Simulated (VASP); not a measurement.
A run of VASP 6.6.1 is set up as follows.

The input INCAR:

```
  PREC = Accurate
  ENCUT = 520
  EDIFF = 1E-7
  ISMEAR = 0
  SIGMA = 0.02
  LREAL = F
  LASPH = T
  NELM = 60
  ALGO = Normal
  ISIF = 2
  LWAVE = F
  LCHARG = F
  LDIPOL = T
  IDIPOL = 3
  DIPOL = 0.5 0.5 0.500
  GGA = PE
  IVDW = 12
  NBANDS = 20
```

Contents of KPOINTS:

```
regular mesh
0
Gamma
  9 9 1
```

File POSCAR:

```
Te2Mo
1.0
    3.5040000000      0.0000000000      0.0000000000
   -1.7520000000      3.0345530149      0.0000000000
    0.0000000000      0.0000000000     33.2698832047
Te Mo
2 1
Direct
    0.3333333333      0.6666666667      0.4472796466
    0.3333333333      0.6666666667      0.5527203534
    0.6666666667      0.3333333333      0.5000000000
```

Potentials or basis: VASP PAW PBE potentials, release 64 (Te, Mo_sv).

The run is started by

```sh
$ cat potpaw_PBE.64/Te/POTCAR potpaw_PBE.64/Mo_sv/POTCAR > POTCAR
$ mpirun -np 1 vasp_std > vasp.out
```

Predict the band gap on the k mesh.

1.12 eV, direct.

What does it give for the largest force?

0.956 eV/Å.

What does it give for the dispersion energy per atom?

-0.406 eV.

Forces on the atoms (eV/Å):
```
Te   0.000  0.000 -0.956
Te   0.000  0.000  0.956
Mo   0.000  0.000  0.000
```

Caveat: spin-orbit coupling is left out, which moves the levels of the heavy elements.
